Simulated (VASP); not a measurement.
Here is a VASP 6.6.1 calculation.

INCAR

```
SYSTEM = Mg
PREC     = Accurate       ! precision mode
ENCUT    = 600            ! plane-wave cutoff, eV
EDIFF    = 1E-6           ! SCF threshold, eV
ISMEAR   = -1             ! smearing method
SIGMA    = 0.05           ! smearing width, eV
LREAL    = .False.        ! projectors in reciprocal space
LASPH    = .True.         ! aspherical terms in the spheres
NELM     = 80             ! most SCF steps
ALGO     = Normal         ! electronic algorithm
ISIF     = 3              ! what is computed and relaxed
LWAVE    = .False.        ! write WAVECAR
LCHARG   = .False.        ! write CHGCAR
GGA      = PE             ! functional
IVDW     = 13             ! dispersion correction
IBRION   = 2              ! ionic algorithm
NSW      = 60             ! ionic steps
EDIFFG   = -0.01          ! ionic threshold
```

File KPOINTS:

```
Automatic mesh
0
Gamma
  10 10 9
  0 0 0
```

File POSCAR:

```
Mg
1.0
    3.0502998005      0.0000000000      0.0000000000
   -1.5251499003      2.6416371164      0.0000000000
    0.0000000000      0.0000000000      3.0448375700
Mg
1
Direct
    0.0000000000      0.0000000000      0.0000000000
```

Potentials or basis: VASP PAW PBE potentials, release 64 (Mg).

Launch:

```bash
$ cat potpaw_PBE.64/Mg/POTCAR > POTCAR
$ mpirun -np 1 vasp_std > vasp.out
```

Predict the relaxed volume.

24.60 Å³/atom.

Predict the relaxed cell.

a = 3.064 Å, b = 3.064 Å, c = 3.025 Å, α = 90.00°, β = 90.00°, γ = 120.00°.

Final structure:
```
CELL_PARAMETERS angstrom
3.06427 0.00000 0.00000
-1.53214 2.65374 0.00000
0.00000 0.00000 3.02465
ATOMIC_POSITIONS crystal
Mg 0.00000 0.00000 0.00000
```
